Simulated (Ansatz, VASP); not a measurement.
# ZrH: VASP beside Ansatz

```
Zr H
1.0
     3.24279    0.00000    0.00000
     0.00000    3.24279    0.00000
     0.00000    0.00000    4.94800
Zr H
2 2
Direct
  0.00000 0.50000 0.00000
  0.50000 0.00000 0.50000
  0.00000 0.00000 0.75000
  0.00000 0.00000 0.25000
```

Alike in both runs: task single point; functional PBEsol; k mesh 3 × 3 × 2; no spin polarisation.

```csv
,VASP,Ansatz
version,VASP 6.6.1,Ansatz 0.2.0
potentials or method,"VASP PAW PBE potentials, release 64 (Zr_sv, H)","plane waves, PAW"
plane-wave cutoff (eV),500,420
occupations,"methfessel-paxton of order 1, width 0.1 eV","cold, width 0.1 eV"
valence electrons in the cell,26,26
```

VASP gave:

* pressure (GPa): -2.9
* traceless stress, the component that is largest in VASP (GPa): 4.66

Task: Which values does Ansatz return?

Result: Pressure (GPa): -2.9; traceless stress, the component that is largest in VASP (GPa): 4.46.

VASP's potentials were made for PBE, not for PBEsol.

The k mesh is coarse, so the values compare programs but aren't converged.
